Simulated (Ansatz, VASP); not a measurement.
# Two plane-wave programs on Hf3Ta2F

```
Hf Ta F
1.0
     4.00753    0.00000    0.00000
    -2.00376    3.47062    0.00000
     0.00000    0.00000    8.93035
Hf Ta F
3 2 1
Direct
  0.00000 0.00000 0.00000
  0.33333 0.66667 0.50000
  0.33333 0.66667 0.00000
  0.66667 0.33333 0.75227
  0.66667 0.33333 0.24773
  0.00000 0.00000 0.50000
```

Change from the starting cell: species swapped into the Sr2AlGa3 type (P-6m2, No. 187).

Alike in both runs: task single point; functional PBE; k mesh 6 × 6 × 2; occupations gaussian, width 0.1 eV; no spin polarisation.

|  | VASP | Ansatz |
| --- | --- | --- |
| version | VASP 6.6.1 | Ansatz 0.2.0 |
| potentials or method | VASP PAW PBE potentials, release 64 (Hf_pv, Ta_pv, F), cutoff 520 eV | scalar-relativistic, plane waves, PAW |
| valence electrons in the cell | 59 | 111 |

|  | VASP | Ansatz | Ansatz less VASP |
| --- | --- | --- | --- |
| gap on the k mesh at the Fermi level (eV) | none | none | - |
| pressure (GPa) | 0.1 | 0.8 | +0.72 |
| traceless stress, the component that is largest in VASP (GPa) | -19.12 | -19.54 | -0.413 |
| rms of the force components (eV/Å) | 0.748 | 0.756 | +0.0075 |

Atom by atom the forces differ by 0.007 eV/Å (rms over components). A gap of «none» marks a metal or a gap that the smearing closes. The functional is the same, so the differences come from potentials, cutoffs and numerics. VASP's potentials hold 59 valence electrons a cell and Ansatz's 111, so a difference there can come from the potentials and not from the codes.

Neither program's run includes spin-orbit coupling.
